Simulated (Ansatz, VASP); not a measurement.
HfC: VASP beside Ansatz

```xyz
16
Lattice="0.0000 4.6515 4.6515 4.6515 0.0000 4.6515 4.6515 4.6515 0.0000" Properties=species:S:1:pos:R:3 pbc="T T T"
Hf    2.3258    2.3258    2.3258
Hf    4.6515    4.6515    2.3258
Hf    4.6515    2.3258    4.6515
Hf    6.9773    4.6515    4.6515
Hf    2.3258    4.6515    4.6515
Hf    4.6515    6.9773    4.6515
Hf    4.6515    4.6515    6.9773
Hf    6.9773    6.9773    6.9773
C     0.0000    0.0000    0.0000
C     2.3258    2.3258    0.0000
C     2.3258    0.0000    2.3258
C     4.6515    2.3258    2.3258
C     0.0000    2.3258    2.3258
C     2.3258    4.6515    2.3258
C     2.3258    2.3258    4.6515
C     4.6515    4.6515    4.6515
```

Alike in both runs: task single point; functional PBE; k mesh 4 × 4 × 4; occupations gaussian, width 0.05 eV; no spin polarisation.

|  | VASP | Ansatz |
| --- | --- | --- |
| version | VASP 6.6.1 | Ansatz 0.2.0 |
| potentials or method | VASP PAW PBE potentials, release 64 (Hf_pv, C), cutoff 520 eV | scalar-relativistic, plane waves, PAW |
| valence electrons in the cell | 112 | 240 |

```tsv
	VASP	Ansatz	Ansatz less VASP
gap on the k mesh at the Fermi level (eV)	none	none	-
pressure (GPa)	-0.6	0.0	+0.63
```

A gap of «none» marks a metal or a gap that the smearing closes. With one functional, cell and mesh, what is left measures potentials, basis and numerics. VASP's potentials hold 112 valence electrons a cell and Ansatz's 240, so a difference there can come from the potentials and not from the codes.

Spin-orbit coupling is off throughout.
